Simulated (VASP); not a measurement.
# Mo8Se15 (a cell with a defect) in VASP: single point with PBE

Aim: the single point of Mo8Se15 (a cell with a defect) with PBE.

Everything below comes from runs of VASP 6.6.1. Logs are shortened: lines on timing, memory, paths and dates and some standing lists are left out, and cuts for length are marked.

## (1) The cell of the first run

The cell holds a defect, 23 atoms: a = 6.590 Å, b = 6.590 Å, c = 12.928 Å, α = 90.00°, β = 90.00°, γ = 60.00°.

## (2) Single point, PBE

INCAR reads:

```
ALGO = Normal
EDIFF = 1E-7
ENCUT = 520
GGA = PE
ISIF = 2
ISMEAR = 0
LASPH = True
LCHARG = False
LREAL = Auto
LWAVE = False
NBANDS = 118
NELM = 100
PREC = Accurate
SIGMA = 0.1
```

KPOINTS reads:

```
k-points
0
Gamma
  3 3 1
```

POSCAR reads:

```
Mo8Se15
1.0
    3.2951700000      5.7074000000      0.0000000000
   -3.2951700000      5.7074000000      0.0000000000
    0.0000000000      0.0000000000     12.9281320000
Se Mo
15 8
Direct
    0.1910476005      0.1030667072      0.6344647471
    0.3024968470      0.3953876538      0.1121111697
    0.2070430288      0.1001283628      0.8884354677
    0.3066665815      0.3870578815      0.3669591245
    0.1932738758      0.6135602343      0.6326974384
    0.2929009637      0.9004823632      0.1112168409
    0.1974454534      0.6052414093      0.8875366526
    0.3088739567      0.8975622489      0.3651974624
    0.7059964175      0.1030572672      0.6344669129
    0.6929340510      0.1001254857      0.8884382523
    0.8001271643      0.4001323234      0.3660844428
    0.6998143442      0.6004868437      0.6335807060
    0.8070108737      0.9004801029      0.1112145977
    0.7499668180      0.5003532927      0.9998333093
    0.7939536043      0.8975649506      0.3651963795
    0.1255975888      0.2340232543      0.2379206834
    0.3643110130      0.2714897018      0.7594123420
    0.1356337914      0.7291221395      0.2402476243
    0.3743326585      0.7666134816      0.7617271389
    0.6407670004      0.2340237975      0.2379175893
    0.8609067146      0.2782906432      0.7662556354
    0.6390263499      0.7223388952      0.2334139998
    0.8591697779      0.7666076339      0.7617338684
```

Potentials or basis: VASP PAW PBE potentials, release 64 (Se, Mo_sv).

Command:

```
$ cat potpaw_PBE.64/Se/POTCAR potpaw_PBE.64/Mo_sv/POTCAR > POTCAR
$ mpirun -np 1 vasp_std > vasp.out
```

OUTCAR:

```text
EDIFF = 1E-7
   ENCUT = 520
   GGA = PE
   ISIF = 2
   ISMEAR = 0
   LASPH = True
   LREAL = Auto
   NELM = 100
   PREC = Accurate

 ion  position               nearest neighbor table
   1  0.191  0.103  0.634-  19 2.53  17 2.53  21 2.54
   2  0.302  0.395  0.112-  18 2.52  16 2.52  20 2.52
   3  0.207  0.100  0.888-  17 2.51  19 2.51  21 2.53
   4  0.307  0.387  0.367-  16 2.54  20 2.54  18 2.55
   5  0.193  0.614  0.633-  19 2.54  23 2.54  17 2.55
   6  0.293  0.900  0.111-  18 2.51  16 2.51  22 2.53
   7  0.197  0.605  0.888-  17 2.52  19 2.52  23 2.52
   8  0.309  0.898  0.365-  16 2.53  18 2.53  22 2.54
   9  0.706  0.103  0.634-  23 2.53  17 2.53  21 2.54
  10  0.693  0.100  0.888-  17 2.51  23 2.51  21 2.53
  11  0.800  0.400  0.366-  16 2.49  20 2.49  22 2.51
  12  0.700  0.600  0.634-  19 2.49  23 2.49  21 2.51
  13  0.807  0.900  0.111-  18 2.51  20 2.51  22 2.53
  14  0.750  0.500  1.000-
  15  0.794  0.898  0.365-  20 2.53  18 2.53  22 2.54
  16  0.126  0.234  0.238-  11 2.49   6 2.51   2 2.52   8 2.53   4 2.54  20 3.20  22 3.21  18 3.30
                            18 3.30  22 3.38  20 3.40
  17  0.364  0.271  0.759-  10 2.51   3 2.51   7 2.52   9 2.53   1 2.53   5 2.55  19 3.29  23 3.29
                            21 3.30  21 3.30  23 3.30  19 3.30
  18  0.136  0.729  0.240-   6 2.51  13 2.51   2 2.52  15 2.53   8 2.53   4 2.55  16 3.30  20 3.30
                            20 3.30  22 3.30  16 3.30  22 3.30
  19  0.374  0.767  0.762-  12 2.49   3 2.51   7 2.52   1 2.53   5 2.54  23 3.20  21 3.21  17 3.29
                            17 3.30  21 3.38  23 3.40
  20  0.641  0.234  0.238-  11 2.49  13 2.51   2 2.52  15 2.53   4 2.54  16 3.20  22 3.21  18 3.30
                            18 3.30  22 3.38  16 3.40
  21  0.861  0.278  0.766-  12 2.51   3 2.53  10 2.53   9 2.54   1 2.54  23 3.21  19 3.21  17 3.30
                            17 3.30  23 3.38  19 3.38
  22  0.639  0.722  0.233-  11 2.51   6 2.53  13 2.53  15 2.54   8 2.54  16 3.21  20 3.21  18 3.30
                            18 3.30  20 3.38  16 3.38
  23  0.859  0.767  0.762-  12 2.49  10 2.51   7 2.52   9 2.53   5 2.54  19 3.20  21 3.21  17 3.29
                            17 3.30  21 3.38  19 3.40

  LATTYP: Found a hexagonal cell.
 ALAT       =     6.5903383896
 C/A-ratio  =     1.9616795430

  Lattice vectors:

 A1 = (   3.2951700000,  -5.7074000000,   0.0000000000)
 A2 = (   3.2951700000,   5.7074000000,   0.0000000000)
 A3 = (   0.0000000000,   0.0000000000,  12.9281320000)

Analysis of symmetry for initial positions (statically):
=====================================================================
 Subroutine PRICEL returns:
 Original cell was already a primitive cell.

 Routine SETGRP: Setting up the symmetry group for a
 hexagonal supercell.

 Subroutine GETGRP returns: Found  1 space group operations
 (whereof  1 operations were pure point group operations)
 out of a pool of 24 trial point group operations.

The static configuration has the point symmetry C_1 .

Analysis of symmetry for dynamics (positions and initial velocities):
=====================================================================
 Subroutine PRICEL returns:
 Original cell was already a primitive cell.

 Routine SETGRP: Setting up the symmetry group for a
 hexagonal supercell.

 Subroutine GETGRP returns: Found  1 space group operations
 (whereof  1 operations were pure point group operations)
 out of a pool of 24 trial point group operations.

The dynamic configuration has the point symmetry C_1 .

 Subroutine INISYM returns: Found  1 space group operations
 (whereof  1 operations are pure point group operations),
 and found     1 'primitive' translations

----------------------------------------------------------------------------------------

                                     Primitive cell

  volume of cell :     486.2750

  direct lattice vectors                    reciprocal lattice vectors
     3.295170000  5.707400000  0.000000000     0.151737240  0.087605565  0.000000000
    -3.295170000  5.707400000  0.000000000    -0.151737240  0.087605565  0.000000000
     0.000000000  0.000000000 12.928132000     0.000000000  0.000000000  0.077350695

  length of vectors
     6.590338390  6.590338390 12.928132000     0.175211087  0.175211087  0.077350695

  position of ions in fractional coordinates (direct lattice)
     0.191047600  0.103066707  0.634464747
     0.302496847  0.395387654  0.112111170
     0.207043029  0.100128363  0.888435468
     0.306666581  0.387057881  0.366959124
     0.193273876  0.613560234  0.632697438
     0.292900964  0.900482363  0.111216841
[... 15 lines left out ...]
     0.639026350  0.722338895  0.233414000
     0.859169778  0.766607634  0.761733868

  ion indices of the primitive-cell ions
   primitive index   ion index
                 1           1
                 2           2
                 3           3
                 4           4
                 5           5
                 6           6
[... 15 lines left out ...]
                22          22
                23          23

----------------------------------------------------------------------------------------

 KPOINTS: k-points

Automatic generation of k-mesh.
 Grid dimensions read from file:
 generate k-points for:    3    3    1

 Generating k-lattice:

  Cartesian coordinates                     Fractional coordinates (reciprocal lattice)
     0.050579080  0.029201855  0.000000000     0.333333333 -0.000000000  0.000000000
    -0.050579080  0.029201855  0.000000000    -0.000000000  0.333333333  0.000000000
     0.000000000  0.000000000  0.077350695     0.000000000  0.000000000  1.000000000

  Length of vectors
     0.058403696  0.058403696  0.077350695

  Shift w.r.t. Gamma in fractional coordinates (k-lattice)
     0.000000000  0.000000000  0.000000000

 Subroutine IBZKPT returns following result:
 ===========================================

 Found      5 irreducible k-points:

 Following reciprocal coordinates:
            Coordinates               Weight
  0.000000  0.000000  0.000000      1.000000
  0.333333  0.000000  0.000000      2.000000
  0.333333  0.333333  0.000000      2.000000
  0.000000  0.333333  0.000000      2.000000
 -0.333333  0.333333  0.000000      2.000000
   k-points           NKPTS =      5   k-points in BZ     NKDIM =      5   number of bands    NBANDS=    118
   number of dos      NEDOS =    301   number of ions     NIONS =     23
   total plane-waves  NPLWV = 240000
   dimension x,y,z NGX =    50 NGY =   50 NGZ =   96
   dimension x,y,z NGXF=   100 NGYF=  100 NGZF=  192
   ions per type =              15   8
   NGX,Y,Z   is equivalent  to a cutoff of  12.61, 12.61, 12.34 a.u.
   NGXF,Y,Z  is equivalent  to a cutoff of  25.23, 25.23, 24.69 a.u.
 SYSTEM =  unknown system
   PREC   = accura    normal or accurate (medium, high low for compatibility)
   ISTART =      0    job   : 0-new  1-cont  2-samecut
   ICHARG =      2    charge: 1-file 2-atom 10-const
   ISPIN  =      1    spin polarized calculation?
   LNONCOLLINEAR =      F non collinear calculations
   LSORBIT =      F    spin-orbit coupling
   LASPH  =      T    aspherical Exc in radial PAW
   ENCUT  =  520.0 eV  38.22 Ry    6.18 a.u.  12.25 12.25 24.04*2*pi/ulx,y,z
   NELM   =    100;   NELMIN=  2; NELMDL= -5     # of ELM steps
   EDIFF  = 0.1E-06   stopping-criterion for ELM
   LREAL  =      T    real-space projection
   EDIFFG = 0.1E-05   stopping-criterion for IOM
   NSW    =      0    number of steps for IOM
   IBRION =     -1    ionic relax: 0-MD 1-quasi-New 2-CG
   NFREE  =      0    steps in history (QN), initial steepest desc. (CG)
   ISIF   =      2    stress and relaxation
   ISYM   =      2    0-nonsym 1-usesym 2-fastsym
   POTIM  = 0.5000    time-step for ionic-motion
   TEBEG  =    0.0;   TEEND  =   0.0 temperature during run
   PSTRESS=    0.0 pullay stress
   NELECT =     202.0000    total number of electrons
   NUPDOWN=      -1.0000    fix difference up-down
   EMIN   =  10.00;   EMAX   =-10.00  energy-range for DOS
   EFERMI =   0.00;   METHOD = LEGACY
   ISMEAR =     0;   SIGMA  =   0.10  broadening in eV -4-tet -1-fermi 0-gaus
   EFERMI_NEDOS =   21; number of points for ismear=-14 and -15
   IALGO  =     38    algorithm
   IMIX   =      4    mixing-type and parameters
     AMIX     =   0.40;   BMIX     =  1.00
     AMIX_MAG =   1.60;   BMIX_MAG =  1.00
  volume/ion in A,a.u.               =      21.14       142.68
  Fermi-wavevector in a.u.,A,eV,Ry     =   1.221513  2.308324 20.301161  1.492093
  Thomas-Fermi vector in A             =   2.356692
   LORBIT       =      0    0 simple, 1 ext, 2 COOP (PROOUT), +10 PAW based schemes
   GGA     = PE    functional components
   LHFCALC =     F    Hartree Fock is set to
   AEXX    =    0.0000 exact exchange contribution
   IVDW    =     0    specifies the selected vdW correction
   LEPSILON=     F    determine dielectric tensor
   LRPA    =     F    only Hartree local field effects (RPA)
 non-spin polarized calculation
 Gauss-broadening in eV      SIGMA  =   0.10
  energy-cutoff  :      520.00
  volume of cell :      486.27
 maximum number of plane-waves:     13093
 NGX is ok and might be reduce to    50
   NGX = 25   NGY = 25   NGZ = 49

 number of electron     202.0000003 magnetization

 Free energy of the ion-electron system (eV)
  ---------------------------------------------------
  ext. energy  EPLUGINS =         0.00000000
  ---------------------------------------------------
  free energy    TOTEN  =      -149.68356149 eV

  energy without entropy =     -149.67190240  energy(sigma->0) =     -149.67773194

 E-fermi :   6.1848     XC(G=0): -10.4652

 val. band max:        6.1279726867   @ k =   0.0000   0.0000   0.0000
 cond. band min:       6.2721108094   @ k =  -0.3333   0.3333   0.0000
 fundamental gap:      0.1441381227
 Fermi energy:         6.1847756667

 k-point     1 :       0.0000    0.0000    0.0000
  band No.  band energies     occupation
      1     -55.2408      2.00000
      2     -55.2408      2.00000
      3     -55.1759      2.00000
      4     -55.1758      2.00000
      5     -55.1522      2.00000
      6     -55.1521      2.00000
[... 105 lines left out ...]
    112       7.7712      0.00000
    113       7.9986      0.00000
[... 462 lines left out ...]
    112       7.7275      0.00000
    113       7.7568      0.00000
 [bands above 113 left out]

------------------------ aborting loop because EDIFF is reached ----------------------------------------

  FORCE on cell =-STRESS in cart. coord.  units (eV):
  Direction    XX          YY          ZZ          XY          YZ          ZX
  --------------------------------------------------------------------------------------
  -------------------------------------------------------------------------------------
  Total        0.1454332      0.0339582      7.3540111     -0.0920360      1.1864419     -2.0575199
  in kB        0.4791729      0.1118852     24.2299743     -0.3032400      3.9090853     -6.7791105
  external PRESSURE =       8.2736775 kB  Pullay stress =       0.0000000 kB

 VOLUME and BASIS-vectors are now :
 -----------------------------------------------------------------------------
  energy-cutoff  :      520.00
  volume of cell :      486.27
      direct lattice vectors                 reciprocal lattice vectors
     3.295170000  5.707400000  0.000000000     0.151737240  0.087605565  0.000000000
    -3.295170000  5.707400000  0.000000000    -0.151737240  0.087605565  0.000000000
     0.000000000  0.000000000 12.928132000     0.000000000  0.000000000  0.077350695

 POSITION                                       TOTAL-FORCE (eV/Angst)
 -----------------------------------------------------------------------------------
      0.28991      1.67863      8.20244         0.001326      0.003567     -0.038872
     -0.30609      3.98311      1.44939        -0.009293      0.004182     -0.031071
      0.35230      1.75315     11.48581        -0.007925      0.002100      0.026241
     -0.26490      3.95936      4.74410        -0.006160      0.002859      0.030167
     -1.38491      4.60492      8.17960         0.005145     -0.003031     -0.024257
     -2.00208      6.81112      1.43783         0.009131     -0.002523     -0.023956
[... 15 lines left out ...]
     -0.27453      7.76986      3.01761        -0.012846      0.007490     -0.017412
      0.30501      9.27896      9.84780        -0.002595     -0.008938      0.025616
 -----------------------------------------------------------------------------------
    total drift:                               -0.001108     -0.004127      0.010214

  FREE ENERGIE OF THE ION-ELECTRON SYSTEM (eV)
  ---------------------------------------------------
  free  energy   TOTEN  =      -149.6835614896 eV

  energy  without entropy=     -149.6719023984  energy(sigma->0) =     -149.67773194
```

Wall time 15 min (1 thread of Oxide Virtual Turin-like, shared host); peak memory 0.57 GiB.

Results:

- Free energy: -149.6836 eV
- Pressure: 0.8 GPa
- Largest force: 0.055 eV/Å
- Band gap on the k mesh: 0.14 eV

Forces on the atoms (eV/Å):
```
Se   0.001  0.004 -0.039
Se  -0.009  0.004 -0.031
Se  -0.008  0.002  0.026
Se  -0.006  0.003  0.030
Se   0.005 -0.003 -0.024
Se   0.009 -0.003 -0.024
Se   0.007 -0.003  0.031
Se  -0.001 -0.004  0.037
Se  -0.003 -0.002 -0.038
Se  -0.006  0.006  0.028
Se  -0.005  0.005  0.053
Se   0.007 -0.004 -0.054
Se   0.008 -0.007 -0.024
Se   0.000  0.001 -0.004
Se   0.001  0.001  0.037
Mo  -0.006 -0.007 -0.025
Mo  -0.011  0.006 -0.011
Mo   0.010 -0.006  0.008
Mo   0.007  0.007  0.026
Mo   0.003  0.009 -0.025
Mo   0.012 -0.007  0.015
Mo  -0.013  0.007 -0.017
Mo  -0.003 -0.009  0.026
```

Stress tensor (GPa, compression positive):
```
 0.05 -0.03 -0.68
-0.03  0.01  0.39
-0.68  0.39  2.42
```

Caveat: the k points lie up to 0.49 Å⁻¹ apart; semilocal functionals underestimate gaps, and a narrow one can read as zero.
